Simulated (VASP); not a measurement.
# TaN (e600) (Fm-3m) in VASP: single point with PBEsol

Aim: the single point of TaN (e600) with PBEsol.

Program: VASP 6.6.1. These are calculated values, not measurements. Logs are shortened: lines on timing, memory, paths and dates and some standing lists are left out, and cuts for length are marked.

## (1) The cell of the first run

Symmetry: Fm-3m, No. 225, cubic system. The conventional cell has a = 4.375 Å, b = 4.375 Å, c = 4.375 Å, α = 90.00°, β = 90.00°, γ = 90.00°. Ta (site symmetry m-3m) has 6 N at 2.19 Å within 2.9 Å. Within 2.9 Å of N (site symmetry m-3m) lie 6 Ta at 2.19 Å.

## (2) Single point, PBEsol

File INCAR:

```
SYSTEM = TaN
PREC = Accurate ; ENCUT = 600
EDIFF = 1E-6 ; ISMEAR = 0
SIGMA = 0.1 ; LREAL = .FALSE.
LASPH = .TRUE. ; NELM = 120
ALGO = Normal ; ISIF = 2
LWAVE = .FALSE. ; LCHARG = .FALSE.
GGA = PS ; NBANDS = 15
GGA_COMPAT = .FALSE.
```

File KPOINTS:

```
regular mesh
0
G
  16 16 16
  0 0 0
```

File POSCAR:

```
TaN
1.0
    0.0000000000      2.1874205795      2.1874205795
    2.1874205795      0.0000000000      2.1874205795
    2.1874205795      2.1874205795      0.0000000000
Ta N
1 1
Direct
    0.5000000000      0.5000000000      0.5000000000
    0.0000000000      0.0000000000      0.0000000000
```

Potentials or basis: VASP PAW PBE potentials, release 64 (Ta_pv, N).

The run is started by

```console
$ cat potpaw_PBE.64/Ta_pv/POTCAR potpaw_PBE.64/N/POTCAR > POTCAR
$ mpirun -np 1 vasp_std > vasp.out
```

OUTCAR:

```text
SYSTEM = TaN
   PREC = Accurate
   ENCUT = 600
   EDIFF = 1E-6
   ISMEAR = 0
   LREAL = .FALSE.
   LASPH = .TRUE.
   NELM = 120
   ISIF = 2
   GGA = PS

 ion  position               nearest neighbor table
   1  0.500  0.500  0.500-   2 2.19   2 2.19   2 2.19   2 2.19   2 2.19   2 2.19
   2  0.000  0.000  0.000-   1 2.19   1 2.19   1 2.19   1 2.19   1 2.19   1 2.19

  LATTYP: Found a face centered cubic cell.
 ALAT       =     4.3748411590

  Lattice vectors:

 A1 = (   0.0000000000,   2.1874205795,   2.1874205795)
 A2 = (   2.1874205795,   0.0000000000,   2.1874205795)
 A3 = (   2.1874205795,   2.1874205795,   0.0000000000)

Analysis of symmetry for initial positions (statically):
=====================================================================
 Subroutine PRICEL returns:
 Original cell was already a primitive cell.

 Routine SETGRP: Setting up the symmetry group for a
 face centered cubic supercell.

 Subroutine GETGRP returns: Found 48 space group operations
 (whereof 48 operations were pure point group operations)
 out of a pool of 48 trial point group operations.

The static configuration has the point symmetry O_h .

Analysis of symmetry for dynamics (positions and initial velocities):
=====================================================================
 Subroutine PRICEL returns:
 Original cell was already a primitive cell.

 Routine SETGRP: Setting up the symmetry group for a
 face centered cubic supercell.

 Subroutine GETGRP returns: Found 48 space group operations
 (whereof 48 operations were pure point group operations)
 out of a pool of 48 trial point group operations.

The dynamic configuration has the point symmetry O_h .

 Subroutine INISYM returns: Found 48 space group operations
 (whereof 48 operations are pure point group operations),
 and found     1 'primitive' translations

----------------------------------------------------------------------------------------

                                     Primitive cell

  volume of cell :      20.9328

  direct lattice vectors                    reciprocal lattice vectors
     0.000000000  2.187420579  2.187420579    -0.228579728  0.228579728  0.228579728
     2.187420579  0.000000000  2.187420579     0.228579728 -0.228579728  0.228579728
     2.187420579  2.187420579  0.000000000     0.228579728  0.228579728 -0.228579728

  length of vectors
     3.093479850  3.093479850  3.093479850     0.395911702  0.395911702  0.395911702

  position of ions in fractional coordinates (direct lattice)
     0.500000000  0.500000000  0.500000000
     0.000000000  0.000000000  0.000000000

  ion indices of the primitive-cell ions
   primitive index   ion index
                 1           1
                 2           2

----------------------------------------------------------------------------------------

 KPOINTS: regular mesh

Automatic generation of k-mesh.
 Grid dimensions read from file:
 generate k-points for:   16   16   16

 Generating k-lattice:

  Cartesian coordinates                     Fractional coordinates (reciprocal lattice)
    -0.014286233  0.014286233  0.014286233     0.062500000  0.000000000  0.000000000
     0.014286233 -0.014286233  0.014286233     0.000000000  0.062500000  0.000000000
     0.014286233  0.014286233 -0.014286233     0.000000000  0.000000000  0.062500000

  Length of vectors
     0.024744481  0.024744481  0.024744481

  Shift w.r.t. Gamma in fractional coordinates (k-lattice)
     0.000000000  0.000000000  0.000000000

 Subroutine IBZKPT returns following result:
 ===========================================

 Found    145 irreducible k-points:

 Following reciprocal coordinates:
            Coordinates               Weight
  0.000000  0.000000  0.000000      1.000000
  0.062500  0.000000  0.000000      8.000000
  0.125000  0.000000  0.000000      8.000000
  0.187500  0.000000  0.000000      8.000000
  0.250000  0.000000  0.000000      8.000000
  0.312500  0.000000  0.000000      8.000000
[... 16 lines left out ...]
 -0.125000  0.062500  0.000000     24.000000
 -0.062500  0.062500  0.000000     12.000000
 [... further k-points ...]
   k-points           NKPTS =    145   k-points in BZ     NKDIM =    145   number of bands    NBANDS=     15
   number of dos      NEDOS =    301   number of ions     NIONS =      2
   total plane-waves  NPLWV =  21952
   dimension x,y,z NGX =    28 NGY =   28 NGZ =   28
   dimension x,y,z NGXF=    56 NGYF=   56 NGZF=   56
   ions per type =               1   1
   NGX,Y,Z   is equivalent  to a cutoff of  15.05, 15.05, 15.05 a.u.
   NGXF,Y,Z  is equivalent  to a cutoff of  30.09, 30.09, 30.09 a.u.
 SYSTEM =  TaN
   PREC   = accura    normal or accurate (medium, high low for compatibility)
   ISTART =      0    job   : 0-new  1-cont  2-samecut
   ICHARG =      2    charge: 1-file 2-atom 10-const
   ISPIN  =      1    spin polarized calculation?
   LNONCOLLINEAR =      F non collinear calculations
   LSORBIT =      F    spin-orbit coupling
   LASPH  =      T    aspherical Exc in radial PAW
   ENCUT  =  600.0 eV  44.10 Ry    6.64 a.u.   6.18  6.18  6.18*2*pi/ulx,y,z
   NELM   =    120;   NELMIN=  2; NELMDL= -5     # of ELM steps
   EDIFF  = 0.1E-05   stopping-criterion for ELM
   LREAL  =      F    real-space projection
   EDIFFG = 0.1E-04   stopping-criterion for IOM
   NSW    =      0    number of steps for IOM
   IBRION =     -1    ionic relax: 0-MD 1-quasi-New 2-CG
   NFREE  =      0    steps in history (QN), initial steepest desc. (CG)
   ISIF   =      2    stress and relaxation
   ISYM   =      2    0-nonsym 1-usesym 2-fastsym
   POTIM  = 0.5000    time-step for ionic-motion
   TEBEG  =    0.0;   TEEND  =   0.0 temperature during run
   PSTRESS=    0.0 pullay stress
   NELECT =      16.0000    total number of electrons
   NUPDOWN=      -1.0000    fix difference up-down
   EMIN   =  10.00;   EMAX   =-10.00  energy-range for DOS
   EFERMI =   0.00;   METHOD = LEGACY
   ISMEAR =     0;   SIGMA  =   0.10  broadening in eV -4-tet -1-fermi 0-gaus
   EFERMI_NEDOS =   21; number of points for ismear=-14 and -15
   IALGO  =     38    algorithm
   IMIX   =      4    mixing-type and parameters
     AMIX     =   0.40;   BMIX     =  1.00
     AMIX_MAG =   1.60;   BMIX_MAG =  1.00
  volume/ion in A,a.u.               =      10.47        70.63
  Fermi-wavevector in a.u.,A,eV,Ry     =   1.496830  2.828599 30.483861  2.240501
  Thomas-Fermi vector in A             =   2.608796
   LORBIT       =      0    0 simple, 1 ext, 2 COOP (PROOUT), +10 PAW based schemes
   GGA     = PS    functional components
   LHFCALC =     F    Hartree Fock is set to
   AEXX    =    0.0000 exact exchange contribution
   IVDW    =     0    specifies the selected vdW correction
   LEPSILON=     F    determine dielectric tensor
   LRPA    =     F    only Hartree local field effects (RPA)
 non-spin polarized calculation
 Gauss-broadening in eV      SIGMA  =   0.10
  energy-cutoff  :      600.00
  volume of cell :       20.93
 maximum number of plane-waves:       725
 NGX is ok and might be reduce to    28
   NGX = 13   NGY = 13   NGZ = 13

 number of electron      16.0000000 magnetization

 Free energy of the ion-electron system (eV)
  ---------------------------------------------------
  ext. energy  EPLUGINS =         0.00000000
  ---------------------------------------------------
  free energy    TOTEN  =       -23.21335835 eV

  energy without entropy =      -23.20774255  energy(sigma->0) =      -23.21055045

 E-fermi :   9.5450     XC(G=0): -13.6757

 val. band max:        9.5373187300   @ k =  -0.2500   0.3750   0.1250
 cond. band min:       9.5517518171   @ k =  -0.3125   0.3125   0.1250
 fundamental gap:      0.0144330871
 Fermi energy:         9.5450124783

 k-point     1 :       0.0000    0.0000    0.0000
  band No.  band energies     occupation
      1     -26.1193      2.00000
      2     -26.1193      2.00000
      3     -26.1193      2.00000
      4      -9.3831      2.00000
      5       5.7156      2.00000
      6       5.7156      2.00000
      7       5.7156      2.00000
      8       7.3821      2.00000
      9       7.3821      2.00000
     10       7.3821      2.00000
     11       9.5846      0.57563
     12       9.5846      0.57563
     13      11.2342      0.00000
     14      18.9371      0.00000
     15      21.9560      0.00000

 k-point     2 :       0.0625    0.0000    0.0000
  band No.  band energies     occupation
      1     -26.1570      2.00000
      2     -26.1226      2.00000
      3     -26.1226      2.00000
      4      -9.2837      2.00000
      5       5.1902      2.00000
      6       5.3596      2.00000
      7       5.3596      2.00000
      8       7.5454      2.00000
      9       7.5454      2.00000
     10       7.6220      2.00000
     11       9.9921      0.00000
     12       9.9921      0.00000
     13      11.5246      0.00000
     14      19.2398      0.00000
     15      21.9559      0.00000

 k-point     3 :       0.1250    0.0000    0.0000
  band No.  band energies     occupation
      1     -26.2633      2.00000
      2     -26.1323      2.00000
      3     -26.1323      2.00000
      4      -8.9965      2.00000
      5       4.1344      2.00000
      6       4.6305      2.00000
      7       4.6305      2.00000
      8       7.9221      2.00000
      9       7.9221      2.00000
     10       7.9723      2.00000
     11      10.9770      0.00000
     12      10.9770      0.00000
     13      12.2662      0.00000
     14      20.0789      0.00000
     15      21.9553      0.00000
[... 343 lines left out ...]
 k-point    23 :      -0.1250    0.0625    0.0000
  band No.  band energies     occupation
      1     -26.3249      2.00000
      2     -26.1657      2.00000
      3     -26.1276      2.00000
      4      -8.7905      2.00000
      5       3.4708      2.00000
      6       4.0629      2.00000
      7       4.5492      2.00000
      8       7.8639      2.00000
      9       8.1012      2.00000
     10       8.7014      2.00000
     11      10.6516      0.00000
     12      12.1046      0.00000
     13      12.9298      0.00000
     14      20.6693      0.00000
     15      21.9547      0.00000

 k-point    24 :      -0.0625    0.0625    0.0000
  band No.  band energies     occupation
      1     -26.2094      2.00000
      2     -26.1429      2.00000
      3     -26.1214      2.00000
      4      -9.1237      2.00000
      5       4.4798      2.00000
      6       4.7940      2.00000
      7       5.1449      2.00000
      8       7.5607      2.00000
      9       7.7967      2.00000
     10       8.1076      2.00000
     11      10.0273      0.00000
     12      10.9079      0.00000
     13      12.0368      0.00000
     14      19.7206      0.00000
     15      21.9556      0.00000

 [... further k-points ...]

------------------------ aborting loop because EDIFF is reached ----------------------------------------

  FORCE on cell =-STRESS in cart. coord.  units (eV):
  Direction    XX          YY          ZZ          XY          YZ          ZX
  --------------------------------------------------------------------------------------
  -------------------------------------------------------------------------------------
  Total        0.1474095      0.1474095      0.1474095     -0.0000000     -0.0000000      0.0000000
  in kB       11.2826021     11.2826021     11.2826021     -0.0000000     -0.0000000      0.0000000
  external PRESSURE =      11.2826021 kB  Pullay stress =       0.0000000 kB

 VOLUME and BASIS-vectors are now :
 -----------------------------------------------------------------------------
  energy-cutoff  :      600.00
  volume of cell :       20.93
      direct lattice vectors                 reciprocal lattice vectors
     0.000000000  2.187420579  2.187420579    -0.228579728  0.228579728  0.228579728
     2.187420579  0.000000000  2.187420579     0.228579728 -0.228579728  0.228579728
     2.187420579  2.187420579  0.000000000     0.228579728  0.228579728 -0.228579728

 POSITION                                       TOTAL-FORCE (eV/Angst)
 -----------------------------------------------------------------------------------
      2.18742      2.18742      2.18742         0.000000      0.000000     -0.000000
      0.00000      0.00000      0.00000        -0.000000      0.000000      0.000000
 -----------------------------------------------------------------------------------
    total drift:                                0.000000      0.000000      0.000000

  FREE ENERGIE OF THE ION-ELECTRON SYSTEM (eV)
  ---------------------------------------------------
  free  energy   TOTEN  =       -23.2133583498 eV

  energy  without entropy=      -23.2077425456  energy(sigma->0) =      -23.21055045
```

It took 1.9 min on 1 thread of Intel Xeon 8259CL, shared host; peak memory 0.2 GiB.

Results:

| Quantity | Value |
| --- | --- |
| Free energy | -23.2134 eV |
| Pressure | 1.1 GPa |
| Band gap on the k mesh | zero (band 8 reaches 11.51 eV, above the bottom of band 9 at 7.38 eV) |

Levels at points of the mesh, in eV from the Fermi level:
| k point | band 4 | band 5 | band 6 | band 7 | band 8 | band 9 | band 10 | band 11 | band 12 | band 13 |
| --- | --- | --- | --- | --- | --- | --- | --- | --- | --- | --- |
| (0.00, 0.00, 0.00) | -18.93 | -3.83 | -3.83 | -3.83 | -2.16 | -2.16 | -2.16 | 0.04 | 0.04 | 1.69 |
| (0.50, 0.00, 0.00) | -15.76 | -10.52 | -7.69 | -7.69 | 1.97 | 1.97 | 2.07 | 3.87 | 7.73 | 7.73 |
| (0.50, 0.50, 0.00) | -17.65 | -6.65 | -5.60 | -4.64 | -4.64 | 2.15 | 3.66 | 3.66 | 4.74 | 6.92 |

Caveat: the PAW data sets were made with another functional, which shifts forces and pressure a little; spin-orbit coupling is left out, which moves the levels of the heavy elements.
